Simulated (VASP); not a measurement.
Write the native input for VASP 6.6.1 that does the following.

- Task: single point
- Functional: PBE
- Potentials or basis: VASP PAW PBE potentials, release 64 (Pb_d, S)
- Cutoff: 500 eV
- k mesh: 4 × 4 × 2
- Occupations: gaussian, width 0.05 eV
- Spin: non-collinear spin, zero start, spin-orbit coupling
- Starting moments: [[0.0, 0.0, 0.0], [0.0, 0.0, 0.0], [0.0, 0.0, 0.0], [0.0, 0.0, 0.0]] μB
- Dipole correction: no
- Further INCAR settings: ALGO = Normal; EDIFF = 1e-06; NBANDS = 54

The structure of PbS lies in POSCAR:

```
PbS
1.0
    3.0502642181     -3.0529253815     -0.0001043998
    3.0502642181      3.0529253815     -0.0001043998
   -1.1207822871      0.0000000000     11.2586660661
Pb S
2 2
Direct
    0.7734373237      0.7734373237      0.6269512886
    0.2265626763      0.2265626763      0.3730487114
    0.2712708833      0.2712708833      0.6159437421
    0.7287291167      0.7287291167      0.3840562579
```

This cell differs from its parent crystal: volume scaled by 1.05.

The input as run:

INCAR

```
SYSTEM = PbS
  ALGO = Normal
  EDIFF = 1E-6
  ENCUT = 500
  GGA = PE
  GGA_COMPAT = .False.
  ISIF = 2
  ISMEAR = 0
  LASPH = .True.
  LCHARG = .False.
  LORBIT = 11
  LORBMOM = .True.
  LREAL = .False.
  LSORBIT = .True.
  LWAVE = .False.
  MAGMOM = 0 0 0 0 0 0 0 0 0 0 0 0
  NBANDS = 54
  NELM = 200
  PREC = Accurate
  SIGMA = 0.05
```

KPOINTS

```
k-points
0
Gamma
  4 4 2
  0 0 0
```

Potentials or basis: VASP PAW PBE potentials, release 64 (Pb_d, S).

Run with:

```console
$ cat potpaw_PBE.64/Pb_d/POTCAR potpaw_PBE.64/S/POTCAR > POTCAR
$ mpirun -np 1 vasp_ncl > vasp.out
```

It gave:

```
Largest force                                         : 0.355 eV/Å
Net moment                                            : 0.00 μB per cell
Valence electrons inside the program's atomic spheres : Pb 11.83; S 3.67
```

Caveat: the k points lie up to 0.36 Å⁻¹ apart.

It took 9.2 min on 1 thread of Intel Xeon 6975P-C, with other jobs on the host, peak memory 0.72 GiB.
